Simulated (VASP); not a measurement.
Mo:

```
CELL_PARAMETERS angstrom
6.32262 0.00000 0.00000
0.00000 6.32262 0.00000
0.00000 0.00000 6.32262
ATOMIC_POSITIONS crystal
Mo 0.00000 0.00000 0.00000
Mo 0.25000 0.25000 0.25000
Mo 0.00000 0.00000 0.50000
Mo 0.25000 0.25000 0.75000
Mo 0.00000 0.50000 0.00000
Mo 0.25000 0.75000 0.25000
Mo 0.00000 0.50000 0.50000
Mo 0.25000 0.75000 0.75000
Mo 0.50000 0.00000 0.00000
Mo 0.75000 0.25000 0.25000
Mo 0.50000 0.00000 0.50000
Mo 0.75000 0.25000 0.75000
Mo 0.50000 0.50000 0.00000
Mo 0.75000 0.75000 0.25000
Mo 0.50000 0.50000 0.50000
Mo 0.75000 0.75000 0.75000
```

Program: VASP 6.6.1. Alike in all runs: task single point; potentials or basis VASP PAW PBE potentials, release 64 (Mo_sv); no spin polarisation; cell as given; smearing methfessel-paxton 0.1 eV.

Q: Order these runs on this cell by their pressure, lowest first.
A. level r2SCAN; k mesh 3 × 3 × 3; cutoff (eV) 550
B. level PBE; k mesh 5 × 5 × 5; cutoff (eV) 500
C. level PBEsol; k mesh 3 × 3 × 3; cutoff (eV) 500

A: C (-7.6 GPa), A (-1.6 GPa), B (0.2 GPa).

Caveats: the PAW data sets were made with another functional, which shifts forces and pressure a little (at least some runs); the cell stands under tension (at least some runs).
